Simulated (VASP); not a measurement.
A run of VASP 6.6.1 is set up as follows.

File INCAR:

```
SYSTEM = Si
ALGO = Normal
EDIFF = 1E-7
ENCUT = 520
GGA = PE
ISIF = 2
ISMEAR = -1
LASPH = .True.
LCHARG = .True.
LELF = .True.
LREAL = .False.
LVHAR = .True.
LWAVE = .False.
NBANDS = 8
NELM = 80
PREC = Accurate
SIGMA = 0.05
```

The input KPOINTS:

```
k-points
0
Gamma
  10 10 10
  0 0 0
```

File POSCAR:

```
Si
1.0
    0.0000000000      1.9183555827      1.9183555827
    1.9183555827      0.0000000000      1.9183555827
    1.9183555827      1.9183555827      0.0000000000
Si
1
Direct
    0.0000000000      0.0000000000      0.0000000000
```

Potentials or basis: VASP PAW PBE potentials, release 64 (Si).

Run with:

```bash
$ cat potpaw_PBE.64/Si/POTCAR > POTCAR
$ mpirun -np 1 vasp_std > vasp.out
```

(1) What does it give for the band gap on the k mesh?

(2) Predict the pressure.

Answers

(1) zero (band 2 reaches 21.94 eV, above the bottom of band 3 at 7.93 eV).

(2) 1.8 GPa.
